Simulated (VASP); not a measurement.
A run of VASP 6.6.1:

Contents of INCAR:

```
SYSTEM = Ba5HfO2
PREC = Accurate
ENCUT = 600
EDIFF = 1E-6
ISMEAR = 0
SIGMA = 0.2
LREAL = .FALSE.
LASPH = .TRUE.
NELM = 60
ALGO = Normal
ISIF = 3
LWAVE = .FALSE.
LCHARG = .FALSE.
GGA = PE
IBRION = 2
NSW = 36
EDIFFG = -0.08
```

Contents of KPOINTS:

```
regular mesh
0
G
  4 4 1
  0 0 0
```

File POSCAR:

```
Ba5HfO2
1.0
    3.9000000000      0.0000000000      0.0000000000
    0.0000000000      3.9000000000      0.0000000000
    0.0000000000      0.0000000000     16.0000000000
Ba Hf O
5 1 2
Direct
    0.0000000000      0.0000000000      0.0000000000
    0.5000000000      0.5000000000      0.1700000000
    0.5000000000      0.5000000000      0.8300000000
    0.0000000000      0.0000000000      0.3600000000
    0.5000000000      0.5000000000      0.5400000000
    0.0000000000      0.0000000000      0.6900000000
    0.0000000000      0.0000000000      0.1700000000
    0.5000000000      0.5000000000      0.0000000000
```

Potentials or basis: VASP PAW PBE potentials, release 64 (Ba_sv, Hf_pv, O).

Launch:

```sh
$ cat potpaw_PBE.64/Ba_sv/POTCAR potpaw_PBE.64/Hf_pv/POTCAR potpaw_PBE.64/O/POTCAR > POTCAR
$ mpirun -np 1 vasp_std > vasp.out
```

Hardware: 1 thread of Intel Xeon 8259CL, on a shared host.

Problem. How long does it take, and how much memory?

Solution. Run time: 19 min on 1 thread of Intel Xeon 8259CL, on a shared host, peak memory 0.43 GiB. Counts: scf iterations 138, k points 6, ion steps 12.
